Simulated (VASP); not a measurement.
A run of VASP 6.6.1 is set up as follows.

Contents of INCAR:

```
SYSTEM = Lu
PREC = Accurate ; ENCUT = 520
EDIFF = 1E-7 ; ISMEAR = 0
SIGMA = 0.1 ; LREAL = .FALSE.
LASPH = .TRUE. ; NELM = 60
ALGO = Fast ; ISIF = 2
LWAVE = .FALSE. ; LCHARG = .FALSE.
GGA = PE ; NBANDS = 18
```

File KPOINTS:

```
regular mesh
0
G
  20 20 20
  0 0 0
```

POSCAR

```
Lu
1.0
    0.0000000000      2.4113733630      2.4113733630
    2.4113733630      0.0000000000      2.4113733630
    2.4113733630      2.4113733630      0.0000000000
Lu
1
Direct
    0.0000000000      0.0000000000      0.0000000000
```

Potentials or basis: VASP PAW PBE potentials, release 64 (Lu).

Launch:

```sh
$ cat potpaw_PBE.64/Lu/POTCAR > POTCAR
$ mpirun -np 1 vasp_std > vasp.out
```

**Question.** Estimate the pressure.

**Answer.** 1.5 GPa.

**Question.** Estimate the band gap on the k mesh.

**Answer.** Zero (an odd number of electrons rules out a gap without spin polarisation).

Caveat: spin-orbit coupling is left out, which moves the levels of the heavy elements.
